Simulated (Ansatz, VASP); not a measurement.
## W in VASP and in Ansatz

Contents of INCAR:

```
PREC = Accurate ; ENCUT = 520
EDIFF = 1E-6 ; ISMEAR = 1
SIGMA = 0.01 ; LREAL = False
LASPH = True ; NELM = 150
ALGO = Normal ; ISIF = 2
LWAVE = False ; LCHARG = False
MAGMOM = 0 0 0 ; LORBIT = 11
LSORBIT = True ; GGA_COMPAT = False
LORBMOM = True ; LMAXMIX = 4
LDAU = True ; LDAUTYPE = 2
LDAUL = 2 ; LDAUU = 8
LDAUJ = 0 ; LDAUPRINT = 1
GGA = CA ; NBANDS = 25
```

KPOINTS

```
Automatic mesh
0
Gamma
  11 11 11
```

POSCAR

```
W
1.0
    0.0000000000      2.0025642044      2.0025642044
    2.0025642044      0.0000000000      2.0025642044
    2.0025642044      2.0025642044      0.0000000000
W
1
Direct
    0.0000000000      0.0000000000      0.0000000000
```

File input.yaml:

```yaml
crystal:
  lattice:
    - [0.0, 2.0025642044, 2.0025642044]
    - [2.0025642044, 0.0, 2.0025642044]
    - [2.0025642044, 2.0025642044, 0.0]
  atoms:
    - { symbol: W, position: [0.0, 0.0, 0.0] }
hamiltonian:
  xc: lda
  pseudopotentials: { kind: paw_fr }
  hubbard: { sites: [{ species: W, l: d, u_eff: 8.0 }] }
magnetization:
  noncollinear: true
  spin_orbit: true
kpoints:
  mp_grid: { grid: [11, 11, 11] }
scf:
  occupations: { method: cold, width: 0.01 }
output:
  forces: true
  stress: true
  eigenvalues: true
```

Alike in both runs: task single point; functional LDA; k mesh 11 × 11 × 11; non-collinear spin, spin-orbit coupling; Hubbard terms W d U = 8.0 eV.

|  | VASP | Ansatz |
| --- | --- | --- |
| version | VASP 6.6.1 | Ansatz 0.2.0 |
| potentials or method | VASP PAW LDA potentials, release 64 (W_sv) | Ansatz PAW |
| plane-wave cutoff (eV) | 520 | 420 |
| occupations | methfessel-paxton of order 1, width 0.01 eV | cold, width 0.01 eV |
| valence electrons in the cell | 14 | 14 |

```csv
,VASP,Ansatz,Ansatz less VASP
net moment per atom (μB),0.00,0.00,0.000
```

LDA's correlation is that of Perdew and Zunger in VASP and of Perdew and Wang (1992) in Ansatz. The programs project onto different local orbitals, so the same U acts differently, and such runs can settle in different states.
